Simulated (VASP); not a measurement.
Runs of VASP 6.6.1 on PtS2. The structure is that of space group P-3m1 (No. 164), or close to it. The cells are those of the table. 

```tsv
level	cell	smearing	gap on the mesh (eV)	pressure (GPa)	largest force (eV/Å)
PBE	a = 3.457, b = 3.457, c = 4.986 Å, angles 90.0, 90.0, 120.0°, 3 atoms	fermi-dirac 0.02 eV	0.57	(c)	0.10
PBE	a = 3.657, b = 3.579, c = 5.123 Å, angles 90.0, 90.0, 120.7°, 3 atoms	fermi-dirac 0.02 eV	(b)	0.4	0.01
r2SCAN	a = 3.457, b = 3.457, c = 4.986 Å, angles 90.0, 90.0, 120.0°, 3 atoms	gaussian 0.01 eV	(a)	8.8	0.05
r2SCAN	a = 3.657, b = 3.579, c = 5.123 Å, angles 90.0, 90.0, 120.7°, 3 atoms	gaussian 0.01 eV	0.74	-1.6	0.05
```

Alike in all rows: task single point; potentials or basis VASP PAW PBE potentials, release 64 (Pt, S); no spin polarisation; k mesh 12 × 12 × 6; cutoff (eV) 520.

Problem. Estimate the missing entries.

Solution. (a) 0.71; (b) 0.59; (c) 10.5.

Caveats: spin-orbit coupling is left out, which moves the levels of the heavy elements; the PAW data sets were made with another functional, which shifts forces and pressure a little (some runs).

A k mesh can miss the band edges, and the runs leave out spin-orbit coupling on Pt.
